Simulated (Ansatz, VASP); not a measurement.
**One calculation of ZnS, two programs**

```
Zn S
1.0
     0.00000    2.55188    2.55188
     2.55188    0.00000    2.55188
     2.55188    2.55188    0.00000
Zn S
1 1
Direct
  0.00000 0.00000 0.00000
  0.50000 0.50000 0.50000
```

Alike in both runs: task single point; functional PBE; k mesh 8 × 8 × 8; occupations fermi-dirac, width 0.02 eV; no spin polarisation.

|  | VASP | Ansatz |
| --- | --- | --- |
| version | VASP 6.6.1 | Ansatz 0.2.0 |
| potentials or method | VASP PAW PBE potentials, release 64 (Zn, S) | plane waves, PAW |
| plane-wave cutoff (eV) | 520 | 420 |
| valence electrons in the cell | 18 | 18 |

|  | VASP | Ansatz | Ansatz less VASP |
| --- | --- | --- | --- |
| pressure (GPa) | 0.1 | 0.0 | -0.13 |
